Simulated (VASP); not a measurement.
# W in VASP: single point with PBEsol

Aim: the single point of W with PBEsol.

All numbers are computed with VASP 6.6.1; they aren't measurements. Logs are shortened: lines on timing, memory, paths and dates and some standing lists are left out, and cuts for length are marked.

### 1 The cell of the first run

The cell holds a slab with vacuum, 5 atoms: a = 2.731 Å, b = 2.731 Å, c = 24.921 Å, α = 90.00°, β = 90.00°, γ = 109.47°.

### 2 Single point, PBEsol

INCAR reads:

```
PREC = Accurate ; ENCUT = 520
EDIFF = 1E-6 ; ISMEAR = -1
SIGMA = 0.1 ; LREAL = False
LASPH = True ; NELM = 100
ALGO = Normal ; ISIF = 2
LWAVE = False ; LCHARG = False
GGA = PS ; NBANDS = 43
```

KPOINTS reads:

```
regular mesh
0
Gamma
  14 14 1
```

POSCAR reads:

```
W
1.0
    2.7313605564      0.0000000000      0.0000000000
   -0.9104535188      2.5751514284      0.0000000000
    0.0000000000      0.0000000000     24.9206000000
W
5
Direct
    0.0000000000      0.0000000000      0.3239899875
    0.5000000000      0.5000000000      0.4102844142
    0.0000000000      0.0000000000      0.5000000000
    0.5000000000      0.5000000000      0.5897155855
    0.0000000000      0.0000000000      0.6760100128
```

Potentials or basis: VASP PAW PBE potentials, release 64 (W_sv).

The run is started by

```sh
> cat potpaw_PBE.64/W_sv/POTCAR > POTCAR
> mpirun -np 1 vasp_std > vasp.out
```

OUTCAR:

```text
PREC = Accurate
   ENCUT = 520
   EDIFF = 1E-6
   ISMEAR = -1
   LREAL = False
   LASPH = True
   NELM = 100
   ISIF = 2
   GGA = PS

 ion  position               nearest neighbor table
   1  0.000  0.000  0.324-   2 2.67   2 2.67   2 3.10   2 3.10
   2  0.500  0.500  0.410-   1 2.67   1 2.67   3 2.74   3 2.74   1 3.10   1 3.10   3 3.16   3 3.16

   3  0.000  0.000  0.500-   4 2.74   4 2.74   2 2.74   2 2.74   4 3.16   4 3.16   2 3.16   2 3.16

   4  0.500  0.500  0.590-   5 2.67   5 2.67   3 2.74   3 2.74   5 3.10   5 3.10   3 3.16   3 3.16

   5  0.000  0.000  0.676-   4 2.67   4 2.67   4 3.10   4 3.10

  LATTYP: Found a base centered orthorhombic cell.
 ALAT       =     3.1539035050
 B/A-ratio  =     1.4142135624
 C/A-ratio  =     7.9015099735

  Lattice vectors:

 A1 = (   2.7313605564,   0.0000000000,   0.0000000000)
 A2 = (  -0.9104535188,   2.5751514284,   0.0000000000)
 A3 = (   0.0000000000,   0.0000000000,  24.9206000000)

Analysis of symmetry for initial positions (statically):
=====================================================================
 Subroutine PRICEL returns:
 Original cell was already a primitive cell.

 Routine SETGRP: Setting up the symmetry group for a
 base centered orthorhombic supercell.

 Subroutine GETGRP returns: Found  8 space group operations
 (whereof  8 operations were pure point group operations)
 out of a pool of  8 trial point group operations.

The static configuration has the point symmetry D_2h.

Analysis of symmetry for dynamics (positions and initial velocities):
=====================================================================
 Subroutine PRICEL returns:
 Original cell was already a primitive cell.

 Routine SETGRP: Setting up the symmetry group for a
 base centered orthorhombic supercell.

 Subroutine GETGRP returns: Found  8 space group operations
 (whereof  8 operations were pure point group operations)
 out of a pool of  8 trial point group operations.

The dynamic configuration has the point symmetry D_2h.

 Subroutine INISYM returns: Found  8 space group operations
 (whereof  8 operations are pure point group operations),
 and found     1 'primitive' translations

----------------------------------------------------------------------------------------

                                     Primitive cell

  volume of cell :     175.2832

  direct lattice vectors                    reciprocal lattice vectors
     2.731360556  0.000000000  0.000000000     0.366117903  0.129442226  0.000000000
    -0.910453519  2.575151428  0.000000000     0.000000000  0.388326678  0.000000000
     0.000000000  0.000000000 24.920600000     0.000000000  0.000000000  0.040127445

  length of vectors
     2.731360556  2.731360556 24.920600000     0.388326678  0.388326678  0.040127445

  position of ions in fractional coordinates (direct lattice)
     0.000000000  0.000000000  0.323989987
     0.500000000  0.500000000  0.410284414
     0.000000000  0.000000000  0.500000000
     0.500000000  0.500000000  0.589715586
     0.000000000  0.000000000  0.676010013

  ion indices of the primitive-cell ions
   primitive index   ion index
                 1           1
                 2           2
                 3           3
                 4           4
                 5           5

----------------------------------------------------------------------------------------

 KPOINTS: regular mesh

Automatic generation of k-mesh.
 Grid dimensions read from file:
 generate k-points for:   14   14    1

 Generating k-lattice:

  Cartesian coordinates                     Fractional coordinates (reciprocal lattice)
     0.026151279  0.009245873  0.000000000     0.071428571 -0.000000000  0.000000000
     0.000000000  0.027737620  0.000000000     0.000000000  0.071428571  0.000000000
     0.000000000  0.000000000  0.040127445     0.000000000  0.000000000  1.000000000

  Length of vectors
     0.027737620  0.027737620  0.040127445

  Shift w.r.t. Gamma in fractional coordinates (k-lattice)
     0.000000000  0.000000000  0.000000000

 Subroutine IBZKPT returns following result:
 ===========================================

 Found     57 irreducible k-points:

 Following reciprocal coordinates:
            Coordinates               Weight
  0.000000  0.000000  0.000000      1.000000
  0.071429  0.000000  0.000000      4.000000
  0.142857  0.000000  0.000000      4.000000
  0.214286  0.000000  0.000000      4.000000
  0.285714 -0.000000  0.000000      4.000000
  0.357143  0.000000  0.000000      4.000000
[... 16 lines left out ...]
  0.214286  0.142857  0.000000      4.000000
  0.285714  0.142857  0.000000      4.000000
 [... further k-points ...]
   k-points           NKPTS =     57   k-points in BZ     NKDIM =     57   number of bands    NBANDS=     43
   number of dos      NEDOS =    301   number of ions     NIONS =      5
   total plane-waves  NPLWV =  76800
   dimension x,y,z NGX =    20 NGY =   20 NGZ =  192
   dimension x,y,z NGXF=    40 NGYF=   40 NGZF=  384
   ions per type =               5
   NGX,Y,Z   is equivalent  to a cutoff of  12.17, 12.17, 12.81 a.u.
   NGXF,Y,Z  is equivalent  to a cutoff of  24.35, 24.35, 25.62 a.u.
 SYSTEM =  unknown system
   PREC   = accura    normal or accurate (medium, high low for compatibility)
   ISTART =      0    job   : 0-new  1-cont  2-samecut
   ICHARG =      2    charge: 1-file 2-atom 10-const
   ISPIN  =      1    spin polarized calculation?
   LNONCOLLINEAR =      F non collinear calculations
   LSORBIT =      F    spin-orbit coupling
   LASPH  =      T    aspherical Exc in radial PAW
   ENCUT  =  520.0 eV  38.22 Ry    6.18 a.u.   5.08  5.08 46.34*2*pi/ulx,y,z
   NELM   =    100;   NELMIN=  2; NELMDL= -5     # of ELM steps
   EDIFF  = 0.1E-05   stopping-criterion for ELM
   LREAL  =      F    real-space projection
   EDIFFG = 0.1E-04   stopping-criterion for IOM
   NSW    =      0    number of steps for IOM
   IBRION =     -1    ionic relax: 0-MD 1-quasi-New 2-CG
   NFREE  =      0    steps in history (QN), initial steepest desc. (CG)
   ISIF   =      2    stress and relaxation
   ISYM   =      2    0-nonsym 1-usesym 2-fastsym
   POTIM  = 0.5000    time-step for ionic-motion
   TEBEG  =    0.0;   TEEND  =   0.0 temperature during run
   PSTRESS=    0.0 pullay stress
   NELECT =      70.0000    total number of electrons
   NUPDOWN=      -1.0000    fix difference up-down
   EMIN   =  10.00;   EMAX   =-10.00  energy-range for DOS
   EFERMI =   0.00;   METHOD = LEGACY
   ISMEAR =    -1;   SIGMA  =   0.10  broadening in eV -4-tet -1-fermi 0-gaus
   EFERMI_NEDOS =   21; number of points for ismear=-14 and -15
   IALGO  =     38    algorithm
   IMIX   =      4    mixing-type and parameters
     AMIX     =   0.40;   BMIX     =  1.00
     AMIX_MAG =   1.60;   BMIX_MAG =  1.00
  volume/ion in A,a.u.               =      35.06       236.57
  Fermi-wavevector in a.u.,A,eV,Ry     =   1.205575  2.278206 19.774844  1.453410
  Thomas-Fermi vector in A             =   2.341267
   LORBIT       =      0    0 simple, 1 ext, 2 COOP (PROOUT), +10 PAW based schemes
   GGA     = PS    functional components
   LHFCALC =     F    Hartree Fock is set to
   AEXX    =    0.0000 exact exchange contribution
   IVDW    =     0    specifies the selected vdW correction
   LEPSILON=     F    determine dielectric tensor
   LRPA    =     F    only Hartree local field effects (RPA)
 non-spin polarized calculation
  energy-cutoff  :      520.00
  volume of cell :      175.28
 maximum number of plane-waves:      4774
   NGX = 11   NGY = 11   NGZ = 93

 number of electron      70.0000016 magnetization

 Free energy of the ion-electron system (eV)
  ---------------------------------------------------
  ext. energy  EPLUGINS =         0.00000000
  ---------------------------------------------------
  free energy    TOTEN  =       -65.92375919 eV

  energy without entropy =      -65.81144614  energy(sigma->0) =      -65.86760267

 E-fermi :   2.4932     XC(G=0):  -7.0098

 val. band max:        2.4743382620   @ k =   0.4286   0.4286   0.0000
 cond. band min:       2.5117115711   @ k =   0.3571   0.3571   0.0000
 fundamental gap:      0.0373733091
 Fermi energy:         2.4931837755

 k-point     1 :       0.0000    0.0000    0.0000
  band No.  band energies     occupation
      1     -71.6677      2.00000
      2     -71.6360      2.00000
      3     -71.5655      2.00000
      4     -71.4393      2.00000
      5     -71.4382      2.00000
      6     -36.4864      2.00000
[... 35 lines left out ...]
     42       4.4645      0.00000
     43       4.7121      0.00000

 k-point     2 :       0.0714    0.0000    0.0000
  band No.  band energies     occupation
      1     -71.6627      2.00000
      2     -71.6320      2.00000
      3     -71.5628      2.00000
      4     -71.4364      2.00000
      5     -71.4354      2.00000
      6     -36.4684      2.00000
[... 35 lines left out ...]
     42       4.3931      0.00000
     43       4.6131      0.00000

 k-point     3 :       0.1429    0.0000    0.0000
  band No.  band energies     occupation
      1     -71.6488      2.00000
      2     -71.6205      2.00000
      3     -71.5553      2.00000
      4     -71.4283      2.00000
      5     -71.4276      2.00000
      6     -36.4169      2.00000
[... 35 lines left out ...]
     42       4.3033      0.00000
     43       4.5986      0.00000

 k-point     4 :       0.2143    0.0000    0.0000
  band No.  band energies     occupation
      1     -71.6279      2.00000
      2     -71.6040      2.00000
      3     -71.5452      2.00000
      4     -71.4167      2.00000
      5     -71.4163      2.00000
      6     -36.3412      2.00000
[... 863 lines left out ...]
     42       5.0555      0.00000
     43       5.1286      0.00000

 k-point    23 :       0.2143    0.1429    0.0000
  band No.  band energies     occupation
      1     -71.5977      2.00000
      2     -71.5839      2.00000
      3     -71.5395      2.00000
      4     -71.4058      2.00000
      5     -71.4057      2.00000
      6     -36.2536      2.00000
[... 35 lines left out ...]
     42       5.2821      0.00000
     43       5.3524      0.00000

 k-point    24 :       0.2857    0.1429    0.0000
  band No.  band energies     occupation
      1     -71.5736      2.00000
      2     -71.5668      2.00000
      3     -71.5315      2.00000
      4     -71.3931      2.00000
      5     -71.3930      2.00000
      6     -36.3298      2.00000
[... 35 lines left out ...]
     42       5.4714      0.00000
     43       5.5238      0.00000

 [... further k-points ...]

------------------------ aborting loop because EDIFF is reached ----------------------------------------

  FORCE on cell =-STRESS in cart. coord.  units (eV):
  Direction    XX          YY          ZZ          XY          YZ          ZX
  --------------------------------------------------------------------------------------
  -------------------------------------------------------------------------------------
  Total       -3.1531454     -3.5502735      0.2879518     -0.5616240      0.0000000      0.0000000
  in kB      -28.8213473    -32.4512999      2.6320252     -5.1335282      0.0000000      0.0000000
  external PRESSURE =     -19.5468740 kB  Pullay stress =       0.0000000 kB

 VOLUME and BASIS-vectors are now :
 -----------------------------------------------------------------------------
  energy-cutoff  :      520.00
  volume of cell :      175.28
      direct lattice vectors                 reciprocal lattice vectors
     2.731360556  0.000000000  0.000000000     0.366117903  0.129442226  0.000000000
    -0.910453519  2.575151428  0.000000000     0.000000000  0.388326678  0.000000000
     0.000000000  0.000000000 24.920600000     0.000000000  0.000000000  0.040127445

 POSITION                                       TOTAL-FORCE (eV/Angst)
 -----------------------------------------------------------------------------------
      0.00000      0.00000      8.07402         0.000000      0.000000     -0.041785
      0.91045      1.28758     10.22453        -0.000000      0.000000      0.004958
      0.00000      0.00000     12.46030         0.000000      0.000000      0.000000
      0.91045      1.28758     14.69607        -0.000000      0.000000     -0.004958
      0.00000      0.00000     16.84658         0.000000     -0.000000      0.041785
 -----------------------------------------------------------------------------------
    total drift:                               -0.000000     -0.000000      0.000000

  FREE ENERGIE OF THE ION-ELECTRON SYSTEM (eV)
  ---------------------------------------------------
  free  energy   TOTEN  =       -65.9237591895 eV

  energy  without entropy=      -65.8114461423  energy(sigma->0) =      -65.86760267
```

Run time: 12 min. Hardware: 1 thread of Oxide Virtual Turin-like, shared host; peak memory 0.41 GiB.

What came out:

```
Free energy            : -65.9238 eV
Largest force          : 0.042 eV/Å
Band gap on the k mesh : zero (bands 35 and 36 overlap by 1.95 eV)
```

Forces on the atoms (eV/Å):
```
W    0.000  0.000 -0.042
W    0.000  0.000  0.005
W    0.000  0.000  0.000
W    0.000  0.000 -0.005
W    0.000  0.000  0.042
```

Levels at points of the mesh, in eV from the Fermi level:
| k point | band 31 | band 32 | band 33 | band 34 | band 35 | band 36 | band 37 | band 38 | band 39 | band 40 |
| --- | --- | --- | --- | --- | --- | --- | --- | --- | --- | --- |
| (0.00, 0.00, 0.00) | -1.47 | -1.35 | -1.26 | -1.21 | -1.01 | -0.07 | -0.03 | 0.73 | 1.62 | 1.79 |
| (0.50, 0.00, 0.00) | -1.85 | -1.16 | -0.70 | 0.54 | 1.22 | 1.82 | 1.83 | 1.96 | 2.20 | 2.25 |
| (0.50, 0.50, 0.00) | -1.49 | -0.35 | 0.39 | 0.81 | 0.95 | 1.85 | 1.90 | 2.00 | 2.09 | 4.08 |

Caveat: there is no dipole correction, which matters where the two faces differ; the PAW data sets were made with another functional, which shifts forces and pressure a little; spin-orbit coupling is left out, which moves the levels of the heavy elements.

The gap in the log of VASP goes by the Fermi energy; the results here count the filled bands.